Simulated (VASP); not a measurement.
# MgCd2SO2 (Pmmm) in VASP: relaxation of cell and atoms with PBE

Aim: the relaxation of cell and atoms of MgCd2SO2 with PBE.

All numbers are computed with VASP 6.6.1; they aren't measurements. Logs are shortened: lines on timing, memory, paths and dates and some standing lists are left out, and cuts for length are marked.

**1. The cell of the first run**

Symmetry: Pmmm, No. 47, orthorhombic system. Conventional cell: a = 3.733 Å, b = 4.142 Å, c = 7.128 Å, α = 90.00°, β = 90.00°, γ = 90.00°. Mg (site symmetry mmm) has 2 O at 2.07 Å within 2.7 Å. Cd (site symmetry mm2) has 4 O at 2.57 to 2.75 Å and 4 Mg at 3.30 Å and 4 S at 3.32 Å and 4 Cd at 3.52 to 3.73 Å within 3.8 Å. Within 2.5 Å of S (site symmetry mmm) lie 2 O at 1.87 Å. O (site symmetry mmm) has 2 Mg at 2.07 Å and 4 Cd at 2.57 Å within 2.7 Å. O (site symmetry mmm) has 2 S at 1.87 Å within 2.5 Å.

The cell was generated, and may not be a known phase.

**2. Relaxation of cell and atoms, PBE**

INCAR

```
SYSTEM = MgCd2SO2
PREC = Accurate
ENCUT = 600
EDIFF = 1E-7
ISMEAR = 0
SIGMA = 0.1
LREAL = .False.
LASPH = .True.
NELM = 80
ALGO = Fast
ISIF = 3
LWAVE = .False.
LCHARG = .False.
GGA = PE
IBRION = 2
NSW = 100
EDIFFG = -0.01
```

KPOINTS

```
Automatic mesh
0
Gamma
  10 10 6
  0 0 0
```

POSCAR

```
MgCd2SO2
1.0
    3.7331433300      0.0000000000      0.0000000000
    0.0000000000      4.1420565700      0.0000000000
    0.0000000000      0.0000000000      7.1279078600
Mg Cd S O
1 2 1 2
Direct
    0.5000000000      0.5000000000      0.5000000000
    0.0000000000      0.0000000000      0.7470539800
    0.0000000000      0.0000000000      0.2529460200
    0.5000000000      0.5000000000      0.0000000000
    0.5000000000      0.0000000000      0.5000000000
    0.0000000000      0.5000000000      0.0000000000
```

Potentials or basis: VASP PAW PBE potentials, release 64 (Mg, Cd, S, O).

The run is started by

```sh
cat potpaw_PBE.64/Mg/POTCAR potpaw_PBE.64/Cd/POTCAR potpaw_PBE.64/S/POTCAR potpaw_PBE.64/O/POTCAR > POTCAR
mpirun -np 1 vasp_std > vasp.out
```

OUTCAR:

```text
SYSTEM = MgCd2SO2
   PREC = Accurate
   ENCUT = 600
   EDIFF = 1E-7
   ISMEAR = 0
   LREAL = .False.
   LASPH = .True.
   NELM = 80
   ISIF = 3
   GGA = PE
   IBRION = 2
   NSW = 100
   EDIFFG = -0.01

 ion  position               nearest neighbor table
   1  0.500  0.500  0.500-   5 2.07   5 2.07   2 3.30   2 3.30   3 3.30   3 3.30   2 3.30   3 3.30
                             2 3.30   3 3.30
   2  0.000  0.000  0.747-   5 2.57   5 2.57   6 2.75   6 2.75   1 3.30   1 3.30   1 3.30   1 3.30
                             3 3.52   3 3.61
   3  0.000  0.000  0.253-   5 2.57   5 2.57   6 2.75   6 2.75   1 3.30   1 3.30   1 3.30   1 3.30
                             2 3.52   2 3.61
   4  0.500  0.500  0.000-   6 1.87   6 1.87
   5  0.500  0.000  0.500-   1 2.07   1 2.07   3 2.57   2 2.57   2 2.57   3 2.57
   6  0.000  0.500  0.000-   4 1.87   4 1.87   2 2.75   2 2.75   3 2.75   3 2.75

  LATTYP: Found a simple orthorhombic cell.
 ALAT       =     3.7331433300
 B/A-ratio  =     1.1095359068
 C/A-ratio  =     1.9093582083

  Lattice vectors:

 A1 = (   3.7331433300,   0.0000000000,   0.0000000000)
 A2 = (   0.0000000000,   4.1420565700,   0.0000000000)
 A3 = (   0.0000000000,   0.0000000000,   7.1279078600)

Analysis of symmetry for initial positions (statically):
=====================================================================
 Subroutine PRICEL returns:
 Original cell was already a primitive cell.

 Routine SETGRP: Setting up the symmetry group for a
 simple orthorhombic supercell.

 Subroutine GETGRP returns: Found  8 space group operations
 (whereof  8 operations were pure point group operations)
 out of a pool of  8 trial point group operations.

The static configuration has the point symmetry D_2h.

Analysis of symmetry for dynamics (positions and initial velocities):
=====================================================================
 Subroutine PRICEL returns:
 Original cell was already a primitive cell.

 Routine SETGRP: Setting up the symmetry group for a
 simple orthorhombic supercell.

 Subroutine GETGRP returns: Found  8 space group operations
 (whereof  8 operations were pure point group operations)
 out of a pool of  8 trial point group operations.

The dynamic configuration has the point symmetry D_2h.

 Subroutine INISYM returns: Found  8 space group operations
 (whereof  8 operations are pure point group operations),
 and found     1 'primitive' translations

----------------------------------------------------------------------------------------

                                     Primitive cell

  volume of cell :     110.2181

  direct lattice vectors                    reciprocal lattice vectors
     3.733143330  0.000000000  0.000000000     0.267870776  0.000000000  0.000000000
     0.000000000  4.142056570  0.000000000     0.000000000  0.241425964  0.000000000
     0.000000000  0.000000000  7.127907860     0.000000000  0.000000000  0.140293620

  length of vectors
     3.733143330  4.142056570  7.127907860     0.267870776  0.241425964  0.140293620

  position of ions in fractional coordinates (direct lattice)
     0.500000000  0.500000000  0.500000000
     0.000000000  0.000000000  0.747053980
     0.000000000  0.000000000  0.252946020
     0.500000000  0.500000000  0.000000000
     0.500000000  0.000000000  0.500000000
     0.000000000  0.500000000  0.000000000

  ion indices of the primitive-cell ions
   primitive index   ion index
                 1           1
                 2           2
                 3           3
                 4           4
                 5           5
                 6           6

----------------------------------------------------------------------------------------

 KPOINTS: Automatic mesh

Automatic generation of k-mesh.
 Grid dimensions read from file:
 generate k-points for:   10   10    6

 Generating k-lattice:

  Cartesian coordinates                     Fractional coordinates (reciprocal lattice)
     0.026787078  0.000000000  0.000000000     0.100000000  0.000000000  0.000000000
     0.000000000  0.024142596  0.000000000     0.000000000  0.100000000  0.000000000
     0.000000000  0.000000000  0.023382270     0.000000000  0.000000000  0.166666667

  Length of vectors
     0.026787078  0.024142596  0.023382270

  Shift w.r.t. Gamma in fractional coordinates (k-lattice)
     0.000000000  0.000000000  0.000000000

 Subroutine IBZKPT returns following result:
 ===========================================

 Found    144 irreducible k-points:

 Following reciprocal coordinates:
            Coordinates               Weight
  0.000000  0.000000  0.000000      1.000000
  0.100000  0.000000  0.000000      2.000000
  0.200000  0.000000  0.000000      2.000000
  0.300000  0.000000  0.000000      2.000000
  0.400000  0.000000  0.000000      2.000000
  0.500000  0.000000  0.000000      1.000000
[... 16 lines left out ...]
  0.400000  0.300000  0.000000      4.000000
  0.500000  0.300000  0.000000      2.000000
 [... further k-points ...]
   k-points           NKPTS =    144   k-points in BZ     NKDIM =    144   number of bands    NBANDS=     26
   number of dos      NEDOS =    301   number of ions     NIONS =      6
   total plane-waves  NPLWV =  64800
   dimension x,y,z NGX =    30 NGY =   36 NGZ =   60
   dimension x,y,z NGXF=    60 NGYF=   72 NGZF=  120
   ions per type =               1   2   1   2
   NGX,Y,Z   is equivalent  to a cutoff of  13.36, 14.45, 13.99 a.u.
   NGXF,Y,Z  is equivalent  to a cutoff of  26.72, 28.90, 27.99 a.u.
 SYSTEM =  MgCd2SO2
   PREC   = accura    normal or accurate (medium, high low for compatibility)
   ISTART =      0    job   : 0-new  1-cont  2-samecut
   ICHARG =      2    charge: 1-file 2-atom 10-const
   ISPIN  =      1    spin polarized calculation?
   LNONCOLLINEAR =      F non collinear calculations
   LSORBIT =      F    spin-orbit coupling
   LASPH  =      T    aspherical Exc in radial PAW
   ENCUT  =  600.0 eV  44.10 Ry    6.64 a.u.   7.46  8.27 14.24*2*pi/ulx,y,z
   NELM   =     80;   NELMIN=  2; NELMDL= -5     # of ELM steps
   EDIFF  = 0.1E-06   stopping-criterion for ELM
   LREAL  =      F    real-space projection
   EDIFFG = -.1E-01   stopping-criterion for IOM
   NSW    =    100    number of steps for IOM
   IBRION =      2    ionic relax: 0-MD 1-quasi-New 2-CG
   NFREE  =      1    steps in history (QN), initial steepest desc. (CG)
   ISIF   =      3    stress and relaxation
   ISYM   =      2    0-nonsym 1-usesym 2-fastsym
   POTIM  = 0.5000    time-step for ionic-motion
   TEBEG  =    0.0;   TEEND  =   0.0 temperature during run
   PSTRESS=    0.0 pullay stress
   NELECT =      44.0000    total number of electrons
   NUPDOWN=      -1.0000    fix difference up-down
   EMIN   =  10.00;   EMAX   =-10.00  energy-range for DOS
   EFERMI =   0.00;   METHOD = LEGACY
   ISMEAR =     0;   SIGMA  =   0.10  broadening in eV -4-tet -1-fermi 0-gaus
   EFERMI_NEDOS =   21; number of points for ismear=-14 and -15
   IALGO  =     68    algorithm
   IMIX   =      4    mixing-type and parameters
     AMIX     =   0.40;   BMIX     =  1.00
     AMIX_MAG =   1.60;   BMIX_MAG =  1.00
  volume/ion in A,a.u.               =      18.37       123.96
  Fermi-wavevector in a.u.,A,eV,Ry     =   1.205429  2.277930 19.770054  1.453058
  Thomas-Fermi vector in A             =   2.341125
   LORBIT       =      0    0 simple, 1 ext, 2 COOP (PROOUT), +10 PAW based schemes
   GGA     = PE    functional components
   LHFCALC =     F    Hartree Fock is set to
   AEXX    =    0.0000 exact exchange contribution
   IVDW    =     0    specifies the selected vdW correction
   LEPSILON=     F    determine dielectric tensor
   LRPA    =     F    only Hartree local field effects (RPA)
 conjugate gradient relaxation of ions
 non-spin polarized calculation
 RMM-DIIS sequential band-by-band and
 Gauss-broadening in eV      SIGMA  =   0.10
  energy-cutoff  :      600.00
  volume of cell :      110.22
 maximum number of plane-waves:      3708
 NGX is ok and might be reduce to    30
   NGX = 15   NGY = 17   NGZ = 29

--------------------------------------- Ionic step        1  -------------------------------------------

 number of electron      44.0000007 magnetization

 Free energy of the ion-electron system (eV)
  ---------------------------------------------------
  ext. energy  EPLUGINS =         0.00000000
  ---------------------------------------------------
  free energy    TOTEN  =       -18.98977853 eV

  energy without entropy =      -18.97525947  energy(sigma->0) =      -18.98251900

------------------------ aborting loop because EDIFF is reached ----------------------------------------

  FORCE on cell =-STRESS in cart. coord.  units (eV):
  Direction    XX          YY          ZZ          XY          YZ          ZX
  --------------------------------------------------------------------------------------
  -------------------------------------------------------------------------------------
  Total        3.4743592     -6.2934068     -4.1206733      0.0000000      0.0000000      0.0000000
  in kB       50.5047858    -91.4836785    -59.8998862      0.0000000      0.0000000      0.0000000
  external PRESSURE =     -33.6262597 kB  Pullay stress =       0.0000000 kB
[... 101 lines left out ...]
  FREE ENERGIE OF THE ION-ELECTRON SYSTEM (eV)
  ---------------------------------------------------
  free  energy   TOTEN  =       -18.5540673756 eV

  energy  without entropy=      -18.5474238859  energy(sigma->0) =      -18.55074563

 E-fermi :   2.5975     XC(G=0):  -9.9906

 val. band max:        2.5935795679   @ k =   0.3000   0.4000   0.3333
 cond. band min:       2.5984533289   @ k =   0.0000   0.0000   0.5000
 fundamental gap:      0.0048737610
 Fermi energy:         2.5975321394

 k-point     1 :       0.0000    0.0000    0.0000
  band No.  band energies     occupation
      1     -15.8561      2.00000
      2     -15.0805      2.00000
      3      -8.7733      2.00000
      4      -6.5429      2.00000
      5      -6.4919      2.00000
      6      -6.2825      2.00000
[... 685 lines left out ...]
     25       5.4361      0.00000
     26       5.5792      0.00000

 [... further k-points ...]

[... ionic steps 4 to 15 ...]

--------------------------------------- Ionic step       16  -------------------------------------------

 number of electron      44.0000009 magnetization

------------------------ aborting loop because EDIFF is reached ----------------------------------------

  FORCE on cell =-STRESS in cart. coord.  units (eV):
  Direction    XX          YY          ZZ          XY          YZ          ZX
  --------------------------------------------------------------------------------------
  -------------------------------------------------------------------------------------
  Total        0.0660603      0.0317148      0.0328096      0.0000000      0.0000000      0.0000000
  in kB        1.0687361      0.5130881      0.5308007      0.0000000      0.0000000      0.0000000
  external PRESSURE =       0.7042083 kB  Pullay stress =       0.0000000 kB
[... 65 lines left out ...]
  energy  without entropy=      -20.7303509026  energy(sigma->0) =      -20.73236069

--------------------------------------- Ionic step       18  -------------------------------------------

 number of electron      44.0000009 magnetization

 Free energy of the ion-electron system (eV)
  ---------------------------------------------------
  ext. energy  EPLUGINS =         0.00000000
  ---------------------------------------------------
  free energy    TOTEN  =       -20.73440219 eV

  energy without entropy =      -20.73037645  energy(sigma->0) =      -20.73238932

 E-fermi :   3.1085     XC(G=0): -10.2734

 val. band max:        3.0887165263   @ k =   0.3000   0.5000   0.5000
 cond. band min:       3.1191445534   @ k =   0.3000   0.4000   0.5000
 fundamental gap:      0.0304280272
 Fermi energy:         3.1085062797

 k-point     1 :       0.0000    0.0000    0.0000
  band No.  band energies     occupation
      1     -15.5168      2.00000
      2     -14.8175      2.00000
      3      -8.2932      2.00000
      4      -6.3538      2.00000
      5      -6.1798      2.00000
      6      -6.0263      2.00000
[... 720 lines left out ...]
  FREE ENERGIE OF THE ION-ELECTRON SYSTEM (eV)
  ---------------------------------------------------
  free  energy   TOTEN  =       -20.7344021905 eV

  energy  without entropy=      -20.7303764526  energy(sigma->0) =      -20.73238932

 reached required accuracy - stopping structural energy minimisation
```

Run time: 2.1 h. Hardware: 1 thread of Oxide Virtual Turin-like, shared host; peak memory 0.63 GiB.

What came out:

| Quantity | Value |
| --- | --- |
| Free energy | -20.7344 eV |
| Relaxed volume | 16.52 Å³/atom |
| Relaxed cell | a = 4.542 Å, b = 3.815 Å, c = 5.722 Å, α = 90.00°, β = 90.00°, γ = 90.00° |
| Space group after relaxing (to 0.1 Å) | Pmmm (No. 47) |
| Energy gained by relaxing | 290.8 meV/atom |
| Ionic steps | 18 |
| Pressure after relaxing | 0.0 GPa |
| Band gap on the k mesh | zero (bands 22 and 23 overlap by 0.54 eV) |

Forces in eV/Å, atoms in the order of the input:
```
Mg   0.000  0.000  0.000
Cd   0.000  0.000 -0.003
Cd   0.000  0.000  0.003
S    0.000  0.000  0.000
O    0.000  0.000  0.000
O    0.000  0.000  0.000
```

The path:
```
step  energy change (eV)  largest force (eV/Å)  pressure (GPa)  volume (Å³)
   1              0.0000                0.3122           -3.36       110.22
   2             -0.5426                0.4363           -0.95       104.00
   3              0.4357                1.3434           27.78        84.78
   4             -0.8339                0.3501            2.48        99.10
   5             -0.8758                0.0894            7.59        94.51
   6             -1.0654                0.1498            7.59        94.81
   7             -1.1670                0.8132            8.86        94.91
   8             -1.5548                0.5854            1.59       100.73
   9             -1.6078                0.4593           -2.31       104.96
  10             -1.6103                0.4814           -1.65       104.16
  11             -1.6673                0.3778           -1.38       102.86
  12             -1.7401                0.0558           -0.28        99.72
  13             -1.7421                0.0305            0.05        99.04
  14             -1.7422                0.0168            0.00        99.14
  15             -1.7437                0.0046            0.02        99.10
  16             -1.7446                0.0129            0.07        99.03
  17             -1.7446                0.0136            0.07        99.03
  18             -1.7446                0.0027           -0.02        99.14
```

Final structure:
```cif
data_structure
_symmetry_space_group_name_H-M 'P 1'
_symmetry_Int_Tables_number 1
_cell_length_a 4.5417
_cell_length_b 3.8151
_cell_length_c 5.7218
_cell_angle_alpha 90.000
_cell_angle_beta 90.000
_cell_angle_gamma 90.000
_cell_volume 99.14
loop_
_atom_site_label
_atom_site_type_symbol
_atom_site_fract_x
_atom_site_fract_y
_atom_site_fract_z
_atom_site_occupancy
Mg1 Mg 0.50000 0.50000 0.50000 1
Cd1 Cd 0.00000 0.00000 0.74594 1
Cd2 Cd 0.00000 0.00000 0.25406 1
S1 S 0.50000 0.50000 0.00000 1
O1 O 0.50000 0.00000 0.50000 1
O2 O 0.00000 0.50000 0.00000 1
```

Levels at points of the mesh, in eV from the Fermi level:
```tsv
k point	band 20	band 21	band 22	band 23	band 24	band 25
(0.00, 0.00, 0.00)	-2.62	-0.86	-0.09	1.40	2.68	3.73
(0.50, 0.00, 0.00)	-1.68	-1.27	-0.59	0.32	1.36	2.40
(0.00, 0.50, 0.00)	-1.50	-1.38	-0.55	0.58	2.67	2.95
(0.50, 0.50, 0.00)	-2.43	-2.27	-1.30	0.78	1.36	2.20
(0.00, 0.00, 0.50)	-1.79	-1.18	-0.17	-0.16	2.60	4.14
(0.50, 0.00, 0.50)	-2.52	-2.41	-0.65	0.40	0.89	3.72
(0.00, 0.50, 0.50)	-1.86	-1.13	-1.07	2.10	3.03	3.08
(0.50, 0.50, 0.50)	-1.81	-1.51	-0.90	0.99	1.30	2.27
```

Caveat: semilocal functionals underestimate gaps, and a narrow one can read as zero; a cell axis changed by over 15 % at a fixed basis, so the end point is rough.

The gap in the log of VASP goes by the Fermi energy; the results here count the filled bands.